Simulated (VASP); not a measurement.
# KF (Fm-3m) in VASP: single point with r2SCAN

Aim: the single point of KF with r2SCAN.

All numbers are computed with VASP 6.6.1; they aren't measurements. Logs are shortened: lines on timing, memory, paths and dates and some standing lists are left out, and cuts for length are marked.

## 1. The cell of the first run

It takes space group Fm-3m (No. 225, cubic). The conventional cell has a = 5.213 Å, b = 5.213 Å, c = 5.213 Å, α = 90.00°, β = 90.00°, γ = 90.00°. Within 3.4 Å of K (site symmetry m-3m) lie 6 F at 2.61 Å. Within 3.4 Å of F (site symmetry m-3m) lie 6 K at 2.61 Å.

## 2. Single point, r2SCAN (strain -0.025 along x and y, -0.025 along z)

Contents of POSCAR:

```
KF
1.0
    0.0000000000      2.6066625000      2.6066625000
    2.6066625000      0.0000000000      2.6066625000
    2.6066625000      2.6066625000      0.0000000000
K F
1 1
Direct
    0.0000000000      0.0000000000      0.0000000000
    0.5000000000      0.5000000000      0.5000000000
```

Contents of INCAR.step1:

```
  PREC = Accurate
  ENCUT = 520
  ISMEAR = 0
  SIGMA = 0.05
  LREAL = F
  LASPH = T
  NELM = 80
  NBANDS = 15
  GGA = PE
  ALGO = Normal
  EDIFF = 1E-4
  LWAVE = T
  LCHARG = F
```

Contents of INCAR.step2:

```
  PREC = Accurate
  ENCUT = 520
  EDIFF = 1E-6
  ISMEAR = 0
  SIGMA = 0.05
  LREAL = F
  LASPH = T
  NELM = 80
  ALGO = Normal
  ISIF = 2
  LWAVE = F
  LCHARG = F
  METAGGA = R2SCAN
  LMIXTAU = T
  NBANDS = 15
  ISTART = 1
```

Contents of KPOINTS:

```
regular mesh
0
Gamma
  8 8 8
```

Potentials or basis: VASP PAW PBE potentials, release 64 (K_sv, F).

Command:

```bash
> cat potpaw_PBE.64/K_sv/POTCAR potpaw_PBE.64/F/POTCAR > POTCAR
> cp INCAR.step1 INCAR
> mpirun -np 1 vasp_std > vasp.out
> cp INCAR.step2 INCAR
> mpirun -np 1 vasp_std > vasp.out
```

OUTCAR:

```text
PREC = Accurate
   ENCUT = 520
   EDIFF = 1E-6
   ISMEAR = 0
   LREAL = F
   LASPH = T
   NELM = 80
   ISIF = 2
   METAGGA = R2SCAN
   ISTART = 1

 ion  position               nearest neighbor table
   1  0.000  0.000  0.000-   2 2.61   2 2.61   2 2.61   2 2.61   2 2.61   2 2.61
   2  0.500  0.500  0.500-   1 2.61   1 2.61   1 2.61   1 2.61   1 2.61   1 2.61

  LATTYP: Found a face centered cubic cell.
 ALAT       =     5.2133250000

  Lattice vectors:

 A1 = (   0.0000000000,   2.6066625000,   2.6066625000)
 A2 = (   2.6066625000,   0.0000000000,   2.6066625000)
 A3 = (   2.6066625000,   2.6066625000,   0.0000000000)

Analysis of symmetry for initial positions (statically):
=====================================================================
 Subroutine PRICEL returns:
 Original cell was already a primitive cell.

 Routine SETGRP: Setting up the symmetry group for a
 face centered cubic supercell.

 Subroutine GETGRP returns: Found 48 space group operations
 (whereof 48 operations were pure point group operations)
 out of a pool of 48 trial point group operations.

The static configuration has the point symmetry O_h .

Analysis of symmetry for dynamics (positions and initial velocities):
=====================================================================
 Subroutine PRICEL returns:
 Original cell was already a primitive cell.

 Routine SETGRP: Setting up the symmetry group for a
 face centered cubic supercell.

 Subroutine GETGRP returns: Found 48 space group operations
 (whereof 48 operations were pure point group operations)
 out of a pool of 48 trial point group operations.

The dynamic configuration has the point symmetry O_h .

 Subroutine INISYM returns: Found 48 space group operations
 (whereof 48 operations are pure point group operations),
 and found     1 'primitive' translations

----------------------------------------------------------------------------------------

                                     Primitive cell

  volume of cell :      35.4229

  direct lattice vectors                    reciprocal lattice vectors
     0.000000000  2.606662500  2.606662500    -0.191816163  0.191816163  0.191816163
     2.606662500  0.000000000  2.606662500     0.191816163 -0.191816163  0.191816163
     2.606662500  2.606662500  0.000000000     0.191816163  0.191816163 -0.191816163

  length of vectors
     3.686377460  3.686377460  3.686377460     0.332235341  0.332235341  0.332235341

  position of ions in fractional coordinates (direct lattice)
     0.000000000  0.000000000  0.000000000
     0.500000000  0.500000000  0.500000000

  ion indices of the primitive-cell ions
   primitive index   ion index
                 1           1
                 2           2

----------------------------------------------------------------------------------------

 KPOINTS: regular mesh

Automatic generation of k-mesh.
 Grid dimensions read from file:
 generate k-points for:    8    8    8

 Generating k-lattice:

  Cartesian coordinates                     Fractional coordinates (reciprocal lattice)
    -0.023977020  0.023977020  0.023977020     0.125000000  0.000000000  0.000000000
     0.023977020 -0.023977020  0.023977020     0.000000000  0.125000000  0.000000000
     0.023977020  0.023977020 -0.023977020     0.000000000  0.000000000  0.125000000

  Length of vectors
     0.041529418  0.041529418  0.041529418

  Shift w.r.t. Gamma in fractional coordinates (k-lattice)
     0.000000000  0.000000000  0.000000000

 Subroutine IBZKPT returns following result:
 ===========================================

 Found     29 irreducible k-points:

 Following reciprocal coordinates:
            Coordinates               Weight
  0.000000  0.000000  0.000000      1.000000
  0.125000  0.000000  0.000000      8.000000
  0.250000  0.000000  0.000000      8.000000
  0.375000  0.000000  0.000000      8.000000
  0.500000  0.000000  0.000000      4.000000
  0.125000  0.125000  0.000000      6.000000
[... 16 lines left out ...]
  0.500000  0.250000  0.125000     48.000000
 -0.375000  0.250000  0.125000     24.000000
 [... further k-points ...]
   k-points           NKPTS =     29   k-points in BZ     NKDIM =     29   number of bands    NBANDS=     15
   number of dos      NEDOS =    301   number of ions     NIONS =      2
   total plane-waves  NPLWV =  21952
   dimension x,y,z NGX =    28 NGY =   28 NGZ =   28
   dimension x,y,z NGXF=    56 NGYF=   56 NGZF=   56
   ions per type =               1   1
   NGX,Y,Z   is equivalent  to a cutoff of  12.63, 12.63, 12.63 a.u.
   NGXF,Y,Z  is equivalent  to a cutoff of  25.25, 25.25, 25.25 a.u.
 SYSTEM =  unknown system
   PREC   = accura    normal or accurate (medium, high low for compatibility)
   ISTART =      1    job   : 0-new  1-cont  2-samecut
   ICHARG =      0    charge: 1-file 2-atom 10-const
   ISPIN  =      1    spin polarized calculation?
   LNONCOLLINEAR =      F non collinear calculations
   LSORBIT =      F    spin-orbit coupling
   LASPH  =      T    aspherical Exc in radial PAW
   ENCUT  =  520.0 eV  38.22 Ry    6.18 a.u.   6.85  6.85  6.85*2*pi/ulx,y,z
   NELM   =     80;   NELMIN=  2; NELMDL=  0     # of ELM steps
   EDIFF  = 0.1E-05   stopping-criterion for ELM
   LREAL  =      F    real-space projection
   EDIFFG = 0.1E-04   stopping-criterion for IOM
   NSW    =      0    number of steps for IOM
   IBRION =     -1    ionic relax: 0-MD 1-quasi-New 2-CG
   NFREE  =      0    steps in history (QN), initial steepest desc. (CG)
   ISIF   =      2    stress and relaxation
   ISYM   =      2    0-nonsym 1-usesym 2-fastsym
   POTIM  = 0.5000    time-step for ionic-motion
   TEBEG  =    0.0;   TEEND  =   0.0 temperature during run
   PSTRESS=    0.0 pullay stress
   NELECT =      16.0000    total number of electrons
   NUPDOWN=      -1.0000    fix difference up-down
   EMIN   =  10.00;   EMAX   =-10.00  energy-range for DOS
   EFERMI =   0.00;   METHOD = LEGACY
   ISMEAR =     0;   SIGMA  =   0.05  broadening in eV -4-tet -1-fermi 0-gaus
   EFERMI_NEDOS =   21; number of points for ismear=-14 and -15
   IALGO  =     38    algorithm
   IMIX   =      4    mixing-type and parameters
     AMIX     =   0.40;   BMIX     =  1.00
     AMIX_MAG =   1.60;   BMIX_MAG =  1.00
  volume/ion in A,a.u.               =      17.71       119.52
  Fermi-wavevector in a.u.,A,eV,Ry     =   1.256088  2.373662 21.466684  1.577757
  Thomas-Fermi vector in A             =   2.389813
   LORBIT       =      0    0 simple, 1 ext, 2 COOP (PROOUT), +10 PAW based schemes
   METAGGA = R2SCAN    functional components
   LHFCALC =     F    Hartree Fock is set to
   AEXX    =    0.0000 exact exchange contribution
   IVDW    =     0    specifies the selected vdW correction
   LEPSILON=     F    determine dielectric tensor
   LRPA    =     F    only Hartree local field effects (RPA)
 non-spin polarized calculation
 Gauss-broadening in eV      SIGMA  =   0.05
  energy-cutoff  :      520.00
  volume of cell :       35.42
 maximum number of plane-waves:       961
   NGX = 13   NGY = 13   NGZ = 13

 number of electron      16.0000008 magnetization

 Free energy of the ion-electron system (eV)
  ---------------------------------------------------
  ext. energy  EPLUGINS =         0.00000000
  ---------------------------------------------------
  free energy    TOTEN  =       -14.95426218 eV

  energy without entropy =      -14.95426218  energy(sigma->0) =      -14.95426218

 E-fermi :  -2.9347     XC(G=0):  -9.2767

 val. band max:       -3.1449548719   @ k =   0.0000   0.0000   0.0000
 cond. band min:       4.0993672586   @ k =   0.0000   0.0000   0.0000
 fundamental gap:      7.2443221305
 Fermi energy:        -2.9347159742

 k-point     1 :       0.0000    0.0000    0.0000
  band No.  band energies     occupation
      1     -30.0705      2.00000
      2     -22.9720      2.00000
      3     -12.4937      2.00000
      4     -12.4937      2.00000
      5     -12.4937      2.00000
      6      -3.1450      2.00000
      7      -3.1450      2.00000
      8      -3.1450      2.00000
      9       4.0994      0.00000
     10       8.5051      0.00000
     11       8.5051      0.00000
     12       8.5052      0.00000
     13      10.4734      0.00000
     14      10.4734      0.00000
     15      14.5543      0.00000

 k-point     2 :       0.1250    0.0000    0.0000
  band No.  band energies     occupation
      1     -30.0510      2.00000
      2     -22.9907      2.00000
      3     -12.5410      2.00000
      4     -12.4995      2.00000
      5     -12.4995      2.00000
      6      -3.2927      2.00000
      7      -3.2061      2.00000
      8      -3.2061      2.00000
      9       4.5602      0.00000
     10       8.2038      0.00000
     11       8.7391      0.00000
     12       8.7391      0.00000
     13      10.6433      0.00000
     14      10.6433      0.00000
     15      15.4309      0.00000

 k-point     3 :       0.2500    0.0000    0.0000
  band No.  band energies     occupation
      1     -30.0035      2.00000
      2     -23.0373      2.00000
      3     -12.6542      2.00000
      4     -12.5132      2.00000
      5     -12.5132      2.00000
      6      -3.6098      2.00000
      7      -3.3503      2.00000
      8      -3.3503      2.00000
      9       5.6868      0.00000
     10       7.8332      0.00000
     11       9.3284      0.00000
     12       9.3284      0.00000
     13      11.1537      0.00000
     14      11.1537      0.00000
     15      16.8589      0.00000

 k-point     4 :       0.3750    0.0000    0.0000
  band No.  band energies     occupation
      1     -29.9551      2.00000
      2     -23.0844      2.00000
      3     -12.7659      2.00000
      4     -12.5267      2.00000
      5     -12.5267      2.00000
      6      -3.8872      2.00000
      7      -3.4901      2.00000
      8      -3.4901      2.00000
      9       6.6478      0.00000
     10       8.1277      0.00000
     11       9.9115      0.00000
     12       9.9115      0.00000
     13      12.0094      0.00000
     14      12.0094      0.00000
     15      15.9209      0.00000
[... 307 lines left out ...]
 k-point    22 :       0.3750    0.2500    0.1250
  band No.  band energies     occupation
      1     -29.9714      2.00000
      2     -23.0465      2.00000
      3     -12.7024      2.00000
      4     -12.6769      2.00000
      5     -12.5516      2.00000
      6      -3.7160      2.00000
      7      -3.3859      2.00000
      8      -3.2131      2.00000
      9       6.4121      0.00000
     10       7.0788      0.00000
     11       9.9460      0.00000
     12      10.0428      0.00000
     13      11.2260      0.00000
     14      11.6579      0.00000
     15      17.2553      0.00000

 k-point    23 :       0.5000    0.2500    0.1250
  band No.  band energies     occupation
      1     -29.9346      2.00000
      2     -23.0680      2.00000
      3     -12.8260      2.00000
      4     -12.7402      2.00000
      5     -12.5677      2.00000
      6      -3.7399      2.00000
      7      -3.4815      2.00000
      8      -3.2984      2.00000
      9       7.0261      0.00000
     10       7.5036      0.00000
     11       9.8855      0.00000
     12      10.6427      0.00000
     13      11.7877      0.00000
     14      12.8179      0.00000
     15      15.0379      0.00000

 k-point    24 :      -0.3750    0.2500    0.1250
  band No.  band energies     occupation
      1     -29.9193      2.00000
      2     -23.0772      2.00000
      3     -12.8806      2.00000
      4     -12.7612      2.00000
      5     -12.5758      2.00000
      6      -3.7477      2.00000
      7      -3.4480      2.00000
      8      -3.4097      2.00000
      9       7.1572      0.00000
     10       7.9295      0.00000
     11       9.8871      0.00000
     12      10.8450      0.00000
     13      12.2964      0.00000
     14      13.4379      0.00000
     15      14.0440      0.00000

 [... further k-points ...]

------------------------ aborting loop because EDIFF is reached ----------------------------------------

  FORCE on cell =-STRESS in cart. coord.  units (eV):
  Direction    XX          YY          ZZ          XY          YZ          ZX
  --------------------------------------------------------------------------------------
  -------------------------------------------------------------------------------------
  Total        0.5428653      0.5428653      0.5428653     -0.0000000      0.0000000     -0.0000000
  in kB       24.5537737     24.5537737     24.5537737     -0.0000000      0.0000000     -0.0000000
  external PRESSURE =      24.5537737 kB  Pullay stress =       0.0000000 kB

 VOLUME and BASIS-vectors are now :
 -----------------------------------------------------------------------------
  energy-cutoff  :      520.00
  volume of cell :       35.42
      direct lattice vectors                 reciprocal lattice vectors
     0.000000000  2.606662500  2.606662500    -0.191816163  0.191816163  0.191816163
     2.606662500  0.000000000  2.606662500     0.191816163 -0.191816163  0.191816163
     2.606662500  2.606662500  0.000000000     0.191816163  0.191816163 -0.191816163

 POSITION                                       TOTAL-FORCE (eV/Angst)
 -----------------------------------------------------------------------------------
      0.00000      0.00000      0.00000         0.000000     -0.000000     -0.000000
      2.60666      2.60666      2.60666        -0.000000      0.000000      0.000000
 -----------------------------------------------------------------------------------
    total drift:                                0.000000      0.000000      0.000000

  FREE ENERGIE OF THE ION-ELECTRON SYSTEM (eV)
  ---------------------------------------------------
  free  energy   TOTEN  =       -14.9542621843 eV

  energy  without entropy=      -14.9542621843  energy(sigma->0) =      -14.95426218
```

Wall time 1.9 min (1 thread of Intel Xeon 8259CL, shared host); peak memory 0.17 GiB.

Results:

| Quantity | Value |
| --- | --- |
| Free energy | -14.9543 eV |
| Pressure | 2.5 GPa |
| Band gap on the k mesh | 7.24 eV |

Levels at points of the mesh, in eV from the valence-band top:
| k point | band 6 | band 7 | band 8 | band 9 | band 10 | band 11 |
| --- | --- | --- | --- | --- | --- | --- |
| (0.00, 0.00, 0.00) | 0.00 | 0.00 | 0.00 | 7.24 | 11.65 | 11.65 |
| (0.50, 0.00, 0.00) | -0.85 | -0.40 | -0.40 | 9.99 | 11.83 | 13.28 |
| (0.50, 0.50, 0.00) | -0.16 | -0.03 | -0.03 | 8.81 | 11.65 | 13.05 |

Caveat: the cell differs from its parent crystal (strain -0.025 along x and y, -0.025 along z); the PAW data sets were made with another functional, which shifts forces and pressure a little.
